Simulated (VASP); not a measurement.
# Mn (P6/mmm) in VASP: relaxation of cell and atoms with PBE

Aim: the relaxation of cell and atoms of Mn with PBE.

All numbers are computed with VASP 6.6.1; they aren't measurements. Logs are shortened: lines on timing, memory, paths and dates and some standing lists are left out, and cuts for length are marked.

## 1. The cell of the first run

Symmetry: P6/mmm, No. 191, hexagonal system. The conventional cell has a = 2.220 Å, b = 2.220 Å, c = 2.087 Å, α = 90.00°, β = 90.00°, γ = 120.00°. Mn (site symmetry 6/mmm) has 8 Mn at 2.09 to 2.22 Å within 2.8 Å.

This isn't the form of Mn at room conditions, which is a 58-atom cubic cell.

## 2. Relaxation of cell and atoms, PBE, collinear spin, ferromagnetic start, target pressure 95 GPa, at which the enthalpy is minimised

Contents of INCAR:

```
SYSTEM = Mn
PREC = Accurate ; ENCUT = 600
EDIFF = 1E-7 ; ISMEAR = -1
SIGMA = 0.08 ; LREAL = .False.
LASPH = .True. ; NELM = 150
ALGO = Normal ; ISIF = 3
LWAVE = .False. ; LCHARG = .False.
ISPIN = 2 ; MAGMOM = 3
LORBIT = 11 ; LMAXMIX = 4
GGA = PE ; IBRION = 2
NSW = 60 ; EDIFFG = -0.005
PSTRESS = 950.0
```

Contents of KPOINTS:

```
Automatic mesh
0
Gamma
  19 19 18
  0 0 0
```

Contents of POSCAR:

```
Mn
1.0
    2.2204648738      0.0000000000      0.0000000000
   -1.1102324369      1.9229789889      0.0000000000
    0.0000000000      0.0000000000      2.0872369814
Mn
1
Direct
    0.0000000000      0.0000000000      0.0000000000
```

Potentials or basis: VASP PAW PBE potentials, release 64 (Mn_pv).

Command:

```
$ cat potpaw_PBE.64/Mn_pv/POTCAR > POTCAR
$ mpirun -np 1 vasp_std > vasp.out
```

OUTCAR:

```text
SYSTEM = Mn
   PREC = Accurate
   ENCUT = 600
   EDIFF = 1E-7
   ISMEAR = -1
   LREAL = .False.
   LASPH = .True.
   NELM = 150
   ISIF = 3
   ISPIN = 2
   LORBIT = 11
   GGA = PE
   IBRION = 2
   NSW = 60
   EDIFFG = -0.005
   PSTRESS = 950.0

 ion  position               nearest neighbor table
   1  0.000  0.000  0.000-

  LATTYP: Found a hexagonal cell.
 ALAT       =     2.2204648738
 C/A-ratio  =     0.9400000000

  Lattice vectors:

 A1 = (   2.2204648738,   0.0000000000,   0.0000000000)
 A2 = (  -1.1102324369,   1.9229789889,   0.0000000000)
 A3 = (   0.0000000000,   0.0000000000,   2.0872369814)

Analysis of symmetry for initial positions (statically):
=====================================================================
 Subroutine PRICEL returns:
 Original cell was already a primitive cell.

 Routine SETGRP: Setting up the symmetry group for a
 hexagonal supercell.

 Subroutine GETGRP returns: Found 24 space group operations
 (whereof 24 operations were pure point group operations)
 out of a pool of 24 trial point group operations.

The static configuration has the point symmetry D_6h.

Analysis of symmetry for dynamics (positions and initial velocities):
=====================================================================
 Subroutine PRICEL returns:
 Original cell was already a primitive cell.

 Routine SETGRP: Setting up the symmetry group for a
 hexagonal supercell.

 Subroutine GETGRP returns: Found 24 space group operations
 (whereof 24 operations were pure point group operations)
 out of a pool of 24 trial point group operations.

The dynamic configuration has the point symmetry D_6h.

Analysis of structural, dynamic, and magnetic symmetry:
=====================================================================
 Subroutine PRICEL returns:
 Original cell was already a primitive cell.

 Routine SETGRP: Setting up the symmetry group for a
 hexagonal supercell.

 Subroutine GETGRP returns: Found 24 space group operations
 (whereof 24 operations were pure point group operations)
 out of a pool of 24 trial point group operations.

The overall configuration has the point symmetry D_6h.

 Subroutine INISYM returns: Found 24 space group operations
 (whereof 24 operations are pure point group operations),
 and found     1 'primitive' translations

----------------------------------------------------------------------------------------

                                     Primitive cell

  volume of cell :       8.9123

  direct lattice vectors                    reciprocal lattice vectors
     2.220464874  0.000000000  0.000000000     0.450356145  0.260013241  0.000000000
    -1.110232437  1.922978989  0.000000000     0.000000000  0.520026483  0.000000000
     0.000000000  0.000000000  2.087236981     0.000000000  0.000000000  0.479102282

  length of vectors
     2.220464874  2.220464874  2.087236981     0.520026483  0.520026483  0.479102282

  position of ions in fractional coordinates (direct lattice)
     0.000000000  0.000000000  0.000000000

  ion indices of the primitive-cell ions
   primitive index   ion index
                 1           1

----------------------------------------------------------------------------------------

 KPOINTS: Automatic mesh

Automatic generation of k-mesh.
 Grid dimensions read from file:
 generate k-points for:   19   19   18

 Generating k-lattice:

  Cartesian coordinates                     Fractional coordinates (reciprocal lattice)
     0.023702955  0.013684907  0.000000000     0.052631579 -0.000000000  0.000000000
     0.000000000  0.027369815  0.000000000     0.000000000  0.052631579  0.000000000
     0.000000000  0.000000000  0.026616793     0.000000000  0.000000000  0.055555556

  Length of vectors
     0.027369815  0.027369815  0.026616793

  Shift w.r.t. Gamma in fractional coordinates (k-lattice)
     0.000000000  0.000000000  0.000000000

 Subroutine IBZKPT returns following result:
 ===========================================

 Found    400 irreducible k-points:

 Following reciprocal coordinates:
            Coordinates               Weight
  0.000000  0.000000  0.000000      1.000000
  0.052632 -0.000000  0.000000      6.000000
  0.105263 -0.000000  0.000000      6.000000
  0.157895  0.000000  0.000000      6.000000
  0.210526 -0.000000  0.000000      6.000000
  0.263158  0.000000  0.000000      6.000000
[... 16 lines left out ...]
  0.263158  0.105263  0.000000     12.000000
  0.315789  0.105263  0.000000     12.000000
 [... further k-points ...]
   k-points           NKPTS =    400   k-points in BZ     NKDIM =    400   number of bands    NBANDS=     12
   number of dos      NEDOS =    301   number of ions     NIONS =      1
   total plane-waves  NPLWV =   5832
   dimension x,y,z NGX =    18 NGY =   18 NGZ =   18
   dimension x,y,z NGXF=    36 NGYF=   36 NGZF=   36
   ions per type =               1
   NGX,Y,Z   is equivalent  to a cutoff of  13.48, 13.48, 14.34 a.u.
   NGXF,Y,Z  is equivalent  to a cutoff of  26.95, 26.95, 28.67 a.u.
 SYSTEM =  Mn
   PREC   = accura    normal or accurate (medium, high low for compatibility)
   ISTART =      0    job   : 0-new  1-cont  2-samecut
   ICHARG =      2    charge: 1-file 2-atom 10-const
   ISPIN  =      2    spin polarized calculation?
   LNONCOLLINEAR =      F non collinear calculations
   LSORBIT =      F    spin-orbit coupling
   LASPH  =      T    aspherical Exc in radial PAW
   ENCUT  =  600.0 eV  44.10 Ry    6.64 a.u.   4.43  4.43  4.17*2*pi/ulx,y,z
   NELM   =    150;   NELMIN=  2; NELMDL= -5     # of ELM steps
   EDIFF  = 0.1E-06   stopping-criterion for ELM
   LREAL  =      F    real-space projection
   EDIFFG = -.5E-02   stopping-criterion for IOM
   NSW    =     60    number of steps for IOM
   IBRION =      2    ionic relax: 0-MD 1-quasi-New 2-CG
   NFREE  =      1    steps in history (QN), initial steepest desc. (CG)
   ISIF   =      3    stress and relaxation
   ISYM   =      2    0-nonsym 1-usesym 2-fastsym
   POTIM  = 0.5000    time-step for ionic-motion
   TEBEG  =    0.0;   TEEND  =   0.0 temperature during run
   PSTRESS=  950.0 pullay stress
   NELECT =      13.0000    total number of electrons
   NUPDOWN=      -1.0000    fix difference up-down
   EMIN   =  10.00;   EMAX   =-10.00  energy-range for DOS
   EFERMI =   0.00;   METHOD = LEGACY
   ISMEAR =    -1;   SIGMA  =   0.08  broadening in eV -4-tet -1-fermi 0-gaus
   EFERMI_NEDOS =   21; number of points for ismear=-14 and -15
   IALGO  =     38    algorithm
   IMIX   =      4    mixing-type and parameters
     AMIX     =   0.40;   BMIX     =  1.00
     AMIX_MAG =   1.60;   BMIX_MAG =  1.00
  volume/ion in A,a.u.               =       8.91        60.14
  Fermi-wavevector in a.u.,A,eV,Ry     =   1.856632  3.508526 46.900413  3.447083
  Thomas-Fermi vector in A             =   2.905473
   LORBIT       =     11    0 simple, 1 ext, 2 COOP (PROOUT), +10 PAW based schemes
   GGA     = PE    functional components
   LHFCALC =     F    Hartree Fock is set to
   AEXX    =    0.0000 exact exchange contribution
   IVDW    =     0    specifies the selected vdW correction
   LEPSILON=     F    determine dielectric tensor
   LRPA    =     F    only Hartree local field effects (RPA)
 conjugate gradient relaxation of ions
 spin polarized calculation
  energy-cutoff  :      600.00
  volume of cell :        8.91
 maximum number of plane-waves:       316
 NGX is ok and might be reduce to    18
   NGX =  9   NGY =  9   NGZ =  9

--------------------------------------- Ionic step        1  -------------------------------------------

 number of electron      12.9999998 magnetization       0.0000466

 Free energy of the ion-electron system (eV)
  ---------------------------------------------------
  ext. energy  EPLUGINS =         0.00000000
  ---------------------------------------------------
  free energy    TOTEN  =        -7.65925390 eV

  energy without entropy =       -7.62592705  energy(sigma->0) =       -7.64259048

------------------------ aborting loop because EDIFF is reached ----------------------------------------

  FORCE on cell =-STRESS in cart. coord.  units (eV):
  Direction    XX          YY          ZZ          XY          YZ          ZX
  --------------------------------------------------------------------------------------
  -------------------------------------------------------------------------------------
  Total        6.8932866      6.8932866      3.2121921     -0.0000000     -0.0000000      0.0000000
  in kB     1239.2151402   1239.2151402    577.4599683     -0.0000000     -0.0000000      0.0000000
  external PRESSURE =      68.6300829 kB  Pullay stress =     950.0000000 kB
[... 260 lines left out ...]
 number of electron      13.0000007 magnetization      -0.0000001

 number of electron      13.0000007 magnetization       0.0000001

 Free energy of the ion-electron system (eV)
  ---------------------------------------------------
  ext. energy  EPLUGINS =         0.00000000
  ---------------------------------------------------
  free energy    TOTEN  =        -7.81032557 eV

  energy without entropy =       -7.78422291  energy(sigma->0) =       -7.79727424

 E-fermi :  13.7165     XC(G=0): -15.0387

 val. band max:       13.7079544183   @ k =   0.2632   0.0000   0.5000
 cond. band min:      13.7200980350   @ k =   0.2105   0.0526   0.1667
 fundamental gap:      0.0121436167
 Fermi energy:        13.7164895240

 spin component 1

 k-point     1 :       0.0000    0.0000    0.0000
  band No.  band energies     occupation
      1     -34.0497      1.00000
      2     -34.0497      1.00000
      3     -33.6259      1.00000
      4       4.3462      1.00000
      5       8.3693      1.00000
      6      11.9152      1.00000
      7      11.9152      1.00000
      8      16.2648      0.00000
      9      16.2648      0.00000
     10      34.8206      0.00000
     11      40.7285      0.00000
     12      44.2025      0.00000
[... 331 lines left out ...]
 k-point    24 :       0.3158    0.1053    0.0000
  band No.  band energies     occupation
      1     -35.1449      1.00000
      2     -34.3788      1.00000
      3     -33.5160      1.00000
      4       8.1454      1.00000
      5       9.1973      1.00000
      6      11.3145      1.00000
      7      14.7185      0.00000
      8      15.8314      0.00000
      9      15.8821      0.00000
     10      26.3107      0.00000
     11      31.6619      0.00000
     12      43.3938      0.00000

 [... further k-points ...]

 spin component 2

 k-point     1 :       0.0000    0.0000    0.0000
  band No.  band energies     occupation
      1     -34.0497      1.00000
      2     -34.0497      1.00000
      3     -33.6259      1.00000
      4       4.3462      1.00000
      5       8.3693      1.00000
      6      11.9152      1.00000
      7      11.9152      1.00000
      8      16.2648      0.00000
      9      16.2648      0.00000
     10      34.8206      0.00000
     11      40.7285      0.00000
     12      44.2025      0.00000
[... 331 lines left out ...]
 k-point    24 :       0.3158    0.1053    0.0000
  band No.  band energies     occupation
      1     -35.1449      1.00000
      2     -34.3788      1.00000
      3     -33.5160      1.00000
      4       8.1454      1.00000
      5       9.1973      1.00000
      6      11.3145      1.00000
      7      14.7185      0.00000
      8      15.8314      0.00000
      9      15.8821      0.00000
     10      26.3107      0.00000
     11      31.6619      0.00000
     12      43.3938      0.00000

 [... further k-points ...]
[... 5 lines left out ...]
  --------------------------------------------------------------------------------------
  -------------------------------------------------------------------------------------
  Total        5.3314754      5.3314754      5.3310297      0.0000000     -0.0000000      0.0000000
  in kB      950.2124034    950.2124033    950.1329647      0.0000000     -0.0000000      0.0000000
  external PRESSURE =       0.1859238 kB  Pullay stress =     950.0000000 kB
[... 20 lines left out ...]
  energy  without entropy=       -7.7842229130  energy(sigma->0) =       -7.79727424

  enthalpy is  TOTEN    =        -2.4800418775 eV   P V=        5.3302836890

 reached required accuracy - stopping structural energy minimisation

 total charge

# of ion       s       p       d       tot
------------------------------------------
    1        0.501   6.487   5.568  12.555

 magnetization (x)

# of ion       s       p       d       tot
------------------------------------------
    1       -0.000   0.000   0.000   0.000
```

Wall time 5.8 min (1 thread of Intel Xeon Platinum 8488C (Sapphire Rapids), shared host); peak memory 0.22 GiB.

What came out:

```
Free energy                                                : -7.8103 eV
Relaxed volume                                             : 8.99 Å³/atom
Relaxed cell                                               : a = 2.283 Å, b = 2.283 Å, c = 1.992 Å, α = 90.00°, β = 90.00°, γ = 120.00°
Space group after relaxing (to 0.1 Å)                      : P6/mmm (No. 191)
Energy change on relaxing (the run minimises the enthalpy) : -151.1 meV/atom
Ionic steps                                                : 8
Pressure after relaxing                                    : 95.0 GPa
Net moment                                                 : 0.00 μB per cell
Valence electrons inside the program's atomic spheres      : Mn 12.55
```

Step by step:
```csv
step,energy change (eV),largest force (eV/Å),pressure (GPa),volume (Å³)
1,0.0000,0.0000,101.86,8.91
2,-0.0777,0.0000,89.45,9.31
3,-0.2126,0.0000,87.77,9.10
4,0.0801,0.0000,121.23,8.65
5,-0.1570,0.0000,94.35,9.00
6,-0.1555,0.0000,94.57,9.00
7,-0.1445,0.0000,95.66,8.98
8,-0.1511,0.0000,95.02,8.99
```

Final structure:
```cif
data_structure
_symmetry_space_group_name_H-M 'P 1'
_symmetry_Int_Tables_number 1
_cell_length_a 2.2828
_cell_length_b 2.2828
_cell_length_c 1.9920
_cell_angle_alpha 90.000
_cell_angle_beta 90.000
_cell_angle_gamma 120.000
_cell_volume 8.99
loop_
_atom_site_label
_atom_site_type_symbol
_atom_site_fract_x
_atom_site_fract_y
_atom_site_fract_z
_atom_site_occupancy
Mn1 Mn 0.00000 0.00000 0.00000 1
```

Levels at points of the mesh, in eV from the Fermi level:
Spin up:
```tsv
k point	band 4	band 5	band 6	band 7	band 8	band 9
(0.00, 0.00, 0.00)	-9.37	-5.35	-1.80	-1.80	2.55	2.55
(0.00, 0.00, 0.50)	-3.93	-0.94	-0.94	-0.76	-0.76	-0.48
```
Spin down:
| k point | band 3 | band 4 | band 5 | band 6 | band 7 | band 8 | band 9 | band 10 |
| --- | --- | --- | --- | --- | --- | --- | --- | --- |
| (0.00, 0.00, 0.00) | -47.34 | -9.37 | -5.35 | -1.80 | -1.80 | 2.55 | 2.55 | 21.10 |
| (0.00, 0.00, 0.50) | -47.49 | -3.93 | -0.94 | -0.94 | -0.76 | -0.76 | -0.48 | 10.80 |

Caveat: the cell is relaxed towards a set pressure, so the run minimises the enthalpy, not the energy; atoms lie so close that the PAW spheres overlap strongly, which falsifies energies and pressures; the moments typed at the start vanished in this run.
